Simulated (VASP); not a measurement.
# CFH3 in VASP: a series of runs

Runs on CFH3. Level: PBE+D3(BJ). Tasks: single point, relaxation of the atoms.

All numbers are computed with VASP 6.6.1; they aren't measurements. Logs are shortened: lines on timing, memory, paths and dates and some standing lists are left out, and cuts for length are marked.

## 1. The cell of the first run

The cell holds a molecule in a box, 5 atoms: a = 14.000 Å, b = 14.500 Å, c = 15.000 Å, α = 90.00°, β = 90.00°, γ = 90.00°.

## 2. Single point, PBE+D3(BJ)

Input file INCAR:

```
  PREC = Accurate
  ENCUT = 910
  EDIFF = 1E-6
  ISMEAR = 0
  SIGMA = 0.005
  LREAL = False
  LASPH = True
  NELM = 120
  ALGO = Normal
  ISIF = 2
  LWAVE = False
  LCHARG = True
  GGA = PE
  IVDW = 12
  LELF = True
  LVHAR = True
  ISYM = 0
  NBANDS = 15
  GGA_COMPAT = False
  NELMDL = -8
```

Input file KPOINTS:

```
Automatic mesh
0
Gamma
  1 1 1
```

Input file POSCAR:

```
H3CF
1.0
   14.0000000000      0.0000000000      0.0000000000
    0.0000000000     14.5000000000      0.0000000000
    0.0000000000      0.0000000000     15.0000000000
C F H
1 1 3
Direct
    0.4711781940      0.4890231142      0.4849573310
    0.5691092279      0.4748731797      0.4739472465
    0.4529631368      0.4790888141      0.5555420397
    0.4536642859      0.5596775803      0.4641909761
    0.4323036511      0.4390820919      0.4435264828
```

Potentials or basis: VASP PAW PBE potentials, release 64 (C_h, F_h, H_h).

Command:

```console
$ cat potpaw_PBE.64/C_h/POTCAR potpaw_PBE.64/F_h/POTCAR potpaw_PBE.64/H_h/POTCAR > POTCAR
$ mpirun -np 1 vasp_gam > vasp.out
```

OUTCAR:

```text
PREC = Accurate
   ENCUT = 910
   EDIFF = 1E-6
   ISMEAR = 0
   LREAL = False
   LASPH = True
   NELM = 120
   ISIF = 2
   GGA = PE
   IVDW = 12
   ISYM = 0
   NELMDL = -8
 IVDW          = 12

 ion  position               nearest neighbor table
   1  0.471  0.489  0.485-   4 1.10   3 1.10   5 1.10   2 1.40
   2  0.569  0.475  0.474-   1 1.40
   3  0.453  0.479  0.556-   1 1.10
   4  0.454  0.560  0.464-   1 1.10
   5  0.432  0.439  0.444-   1 1.10

IMPORTANT INFORMATION: All symmetrisations will be switched off!
NOSYMM: (Re-)initialisation of all symmetry stuff for point group C_1.

----------------------------------------------------------------------------------------

                                     Primitive cell

  volume of cell :    3045.0000

  direct lattice vectors                    reciprocal lattice vectors
    14.000000000  0.000000000  0.000000000     0.071428571  0.000000000  0.000000000
     0.000000000 14.500000000  0.000000000     0.000000000  0.068965517  0.000000000
     0.000000000  0.000000000 15.000000000     0.000000000  0.000000000  0.066666667

  length of vectors
    14.000000000 14.500000000 15.000000000     0.071428571  0.068965517  0.066666667

  position of ions in fractional coordinates (direct lattice)
     0.471178194  0.489023114  0.484957331
     0.569109228  0.474873180  0.473947247
     0.452963137  0.479088814  0.555542040
     0.453664286  0.559677580  0.464190976
     0.432303651  0.439082092  0.443526483

  ion indices of the primitive-cell ions
   primitive index   ion index
                 1           1
                 2           2
                 3           3
                 4           4
                 5           5

----------------------------------------------------------------------------------------

 KPOINTS: Automatic mesh

Automatic generation of k-mesh.
 Grid dimensions read from file:
 generate k-points for:    1    1    1

 Generating k-lattice:

  Cartesian coordinates                     Fractional coordinates (reciprocal lattice)
     0.071428571  0.000000000  0.000000000     1.000000000  0.000000000  0.000000000
     0.000000000  0.068965517  0.000000000     0.000000000  1.000000000  0.000000000
     0.000000000  0.000000000  0.066666667     0.000000000  0.000000000  1.000000000

  Length of vectors
     0.071428571  0.068965517  0.066666667

  Shift w.r.t. Gamma in fractional coordinates (k-lattice)
     0.000000000  0.000000000  0.000000000

 Subroutine IBZKPT returns following result:
 ===========================================

 Found      1 irreducible k-points:

 Following reciprocal coordinates:
            Coordinates               Weight
  0.000000  0.000000  0.000000      1.000000
   k-points           NKPTS =      1   k-points in BZ     NKDIM =      1   number of bands    NBANDS=     15
   number of dos      NEDOS =    301   number of ions     NIONS =      5
   total plane-waves  NPLWV = ******
   dimension x,y,z NGX =   140 NGY =  144 NGZ =  150
   dimension x,y,z NGXF=   280 NGYF=  288 NGZF=  300
   ions per type =               1   1   3
   NGX,Y,Z   is equivalent  to a cutoff of  16.62, 16.51, 16.62 a.u.
   NGXF,Y,Z  is equivalent  to a cutoff of  33.25, 33.02, 33.25 a.u.
 SYSTEM =  unknown system
   PREC   = accura    normal or accurate (medium, high low for compatibility)
   ISTART =      0    job   : 0-new  1-cont  2-samecut
   ICHARG =      2    charge: 1-file 2-atom 10-const
   ISPIN  =      1    spin polarized calculation?
   LNONCOLLINEAR =      F non collinear calculations
   LSORBIT =      F    spin-orbit coupling
   LASPH  =      T    aspherical Exc in radial PAW
   ENCUT  =  910.0 eV  66.88 Ry    8.18 a.u.  34.44 35.67 36.90*2*pi/ulx,y,z
   NELM   =    120;   NELMIN=  2; NELMDL= -8     # of ELM steps
   EDIFF  = 0.1E-05   stopping-criterion for ELM
   LREAL  =      F    real-space projection
   EDIFFG = 0.1E-04   stopping-criterion for IOM
   NSW    =      0    number of steps for IOM
   IBRION =     -1    ionic relax: 0-MD 1-quasi-New 2-CG
   NFREE  =      0    steps in history (QN), initial steepest desc. (CG)
   ISIF   =      2    stress and relaxation
   ISYM   =      0    0-nonsym 1-usesym 2-fastsym
   POTIM  = 0.5000    time-step for ionic-motion
   TEBEG  =    0.0;   TEEND  =   0.0 temperature during run
   PSTRESS=    0.0 pullay stress
   NELECT =      14.0000    total number of electrons
   NUPDOWN=      -1.0000    fix difference up-down
   EMIN   =  10.00;   EMAX   =-10.00  energy-range for DOS
   EFERMI =   0.00;   METHOD = LEGACY
   ISMEAR =     0;   SIGMA  =   0.01  broadening in eV -4-tet -1-fermi 0-gaus
   EFERMI_NEDOS =   21; number of points for ismear=-14 and -15
   IALGO  =     38    algorithm
   IMIX   =      4    mixing-type and parameters
     AMIX     =   0.40;   BMIX     =  1.00
     AMIX_MAG =   1.60;   BMIX_MAG =  1.00
  volume/ion in A,a.u.               =     609.00      4109.73
  Fermi-wavevector in a.u.,A,eV,Ry     =   0.272221  0.514423  1.008250  0.074104
  Thomas-Fermi vector in A             =   1.112538
   LORBIT       =      0    0 simple, 1 ext, 2 COOP (PROOUT), +10 PAW based schemes
   GGA     = PE    functional components
   LHFCALC =     F    Hartree Fock is set to
   AEXX    =    0.0000 exact exchange contribution
   IVDW    =    12    specifies the selected vdW correction
   LEPSILON=     F    determine dielectric tensor
   LRPA    =     F    only Hartree local field effects (RPA)
 non-spin polarized calculation
 Gauss-broadening in eV      SIGMA  =   0.01
  energy-cutoff  :      910.00
  volume of cell :     3045.00
 maximum number of plane-waves:     94928
 NGX is ok and might be reduce to   140
   NGX = 69   NGY = 71   NGZ = 73

 number of electron      14.0000001 magnetization

 Free energy of the ion-electron system (eV)
  ---------------------------------------------------
  ext. energy  EPLUGINS =         0.00000000
  ---------------------------------------------------
  free energy    TOTEN  =       -24.03613550 eV

  energy without entropy =      -24.03613550  energy(sigma->0) =      -24.03613550

 E-fermi :  -7.9338     XC(G=0):  -0.2714

 val. band max:       -8.0018796397   @ k =   0.0000   0.0000   0.0000
 cond. band min:      -0.4263004939   @ k =   0.0000   0.0000   0.0000
 fundamental gap:      7.5755791457
 Fermi energy:        -7.9337558825

 k-point     1 :       0.0000    0.0000    0.0000
  band No.  band energies     occupation
      1     -29.6442      2.00000
      2     -17.2090      2.00000
      3     -11.8753      2.00000
      4     -11.5250      2.00000
      5     -11.5249      2.00000
      6      -8.0019      2.00000
      7      -8.0019      2.00000
      8      -0.4263      0.00000
      9       0.0596      0.00000
     10       0.2741      0.00000
     11       0.4415      0.00000
     12       0.4718      0.00000
     13       0.6668      0.00000
     14       0.7350      0.00000
     15       0.9375      0.00000

------------------------ aborting loop because EDIFF is reached ----------------------------------------

 Edisp (eV)   -0.03520

 E8    (eV) :    -0.0090

  FORCE on cell =-STRESS in cart. coord.  units (eV):
  Direction    XX          YY          ZZ          XY          YZ          ZX
  --------------------------------------------------------------------------------------
  -------------------------------------------------------------------------------------
  Total      -0.05147    -0.14001    -0.14327    -0.01501     0.00145    -0.01208
  in kB      -0.02708    -0.07367    -0.07538    -0.00790     0.00076    -0.00636
  external pressure =       -0.06 kB  Pullay stress =        0.00 kB

 VOLUME and BASIS-vectors are now :
 -----------------------------------------------------------------------------
  energy-cutoff  :      910.00
  volume of cell :     3045.00
      direct lattice vectors                 reciprocal lattice vectors
    14.000000000  0.000000000  0.000000000     0.071428571  0.000000000  0.000000000
     0.000000000 14.500000000  0.000000000     0.000000000  0.068965517  0.000000000
     0.000000000  0.000000000 15.000000000     0.000000000  0.000000000  0.066666667

 POSITION                                       TOTAL-FORCE (eV/Angst)
 -----------------------------------------------------------------------------------
      6.59649      7.09084      7.27436        -0.050719      0.006495      0.006256
      7.96753      6.88566      7.10921         0.061041     -0.007808     -0.008339
      6.34148      6.94679      8.33313        -0.003139     -0.000685      0.004607
      6.35130      8.11532      6.96286        -0.003165      0.004556     -0.000895
      6.05225      6.36669      6.65290        -0.004018     -0.002559     -0.001630
 -----------------------------------------------------------------------------------
    total drift:                               -0.000220      0.001589     -0.001200

  FREE ENERGIE OF THE ION-ELECTRON SYSTEM (eV)
  ---------------------------------------------------
  free  energy   TOTEN  =       -24.0713325791 eV

  energy  without entropy=      -24.0713325791  energy(sigma->0) =      -24.07133258
```

Run time: 5.1 min. Hardware: 1 thread of AMD EPYC 9R45 (Zen 5), shared host; peak memory 4.1 GiB.

Results:

```yaml
Free_energy: -24.0713 eV
Largest_force: 0.062 eV/Å
Gap_between_the_frontier_levels: 7.58 eV
Dispersion_energy_per_atom: -0.007 eV
```

Forces on the atoms (eV/Å):
```
C   -0.051  0.006  0.006
F    0.061 -0.008 -0.008
H   -0.003 -0.001  0.005
H   -0.003  0.005 -0.001
H   -0.004 -0.003 -0.002
```

Caveat: the cutoff is under 1.25 times the usual one of these potentials, so pressure, stress and relaxed cells hold a basis-set (Pulay) error.

## 3. Relaxation of the atoms, PBE+D3(BJ)

Input file INCAR:

```
PREC     = Accurate       # precision mode
ENCUT    = 520            # plane-wave cutoff, eV
EDIFF    = 1E-6           # SCF threshold, eV
ISMEAR   = 0              # smearing method
SIGMA    = 0.005          # smearing width, eV
LREAL    = F              # projectors in reciprocal space
LASPH    = T              # aspherical terms in the spheres
NELM     = 60             # most SCF steps
ALGO     = Normal         # electronic algorithm
ISIF     = 2              # what is computed and relaxed
LWAVE    = F              # write WAVECAR
LCHARG   = F              # write CHGCAR
GGA      = PE             # functional
IVDW     = 12             # dispersion correction
IBRION   = 2              # ionic algorithm
NSW      = 100            # ionic steps
EDIFFG   = -0.01          # ionic threshold
ISYM     = 0
```

Input file KPOINTS:

```
regular mesh
0
Gamma
  1 1 1
```

Input file POSCAR:

```
H3CF
1.0
   14.0000000000      0.0000000000      0.0000000000
    0.0000000000     14.5000000000      0.0000000000
    0.0000000000      0.0000000000     15.0000000000
C F H
1 1 3
Direct
    0.4729355591      0.4884099984      0.4849209232
    0.5680234959      0.4751729761      0.4740433952
    0.4526781095      0.4781618056      0.5562910837
    0.4536048270      0.5612090811      0.4631997577
    0.4319765041      0.4387909189      0.4437089163
```

Potentials or basis: VASP PAW PBE potentials, release 64 (C, F, H).

Command:

```console
$ cat potpaw_PBE.64/C/POTCAR potpaw_PBE.64/F/POTCAR potpaw_PBE.64/H/POTCAR > POTCAR
$ mpirun -np 1 vasp_gam > vasp.out
```

Wall time 21 min (1 thread of Intel Xeon Platinum 8488C (Sapphire Rapids), shared host); peak memory 1.9 GiB.

Results (log left out):

- Free energy: -23.9993 eV
- Energy gained by relaxing: 13.5 meV/atom
- Ionic steps: 13
- Largest force after relaxing: 0.005 eV/Å
- Gap between the frontier levels: 7.57 eV
- Dispersion energy per atom: -0.007 eV

Forces in eV/Å, atoms in the order of the input:
```
C    0.005  0.001  0.000
F   -0.003 -0.002  0.000
H   -0.001  0.000  0.002
H   -0.002  0.002 -0.001
H    0.001 -0.001 -0.001
```

The path:
```
step  energy change (eV)  largest force (eV/Å)  pressure (GPa)
   1              0.0000                2.3205            0.00
   2              0.2190                4.2419            0.00
   3             -0.0653                0.1902           -0.02
   4             -0.0653                0.2069           -0.01
   5             -0.0669                0.0909            0.00
   6             -0.0669                0.0863            0.00
   7             -0.0673                0.1004            0.00
   8             -0.0673                0.0852            0.00
   9             -0.0675                0.0188           -0.01
  10             -0.0675                0.0150           -0.01
  11             -0.0675                0.0105           -0.01
  12             -0.0676                0.0142           -0.01
  13             -0.0676                0.0046           -0.01
```

Final structure:
```xyz
5
Lattice="14.0000 0.0000 0.0000 0.0000 14.5000 0.0000 0.0000 0.0000 15.0000" Properties=species:S:1:pos:R:3 pbc="T T T"
C     6.5917    7.0915    7.2749
F     7.9736    6.8849    7.1086
H     6.3412    6.9465    8.3345
H     6.3512    8.1167    6.9624
H     6.0514    6.3657    6.6521
```

Levels at points of the mesh, in eV from the valence-band top:
```
           k point  band 3  band 4  band 5  band 6  band 7  band 8  band 9  band 10  band 11
(0.00, 0.00, 0.00)   -3.78   -3.49   -3.49    0.00    0.00    7.57    8.01     8.29     8.43
```
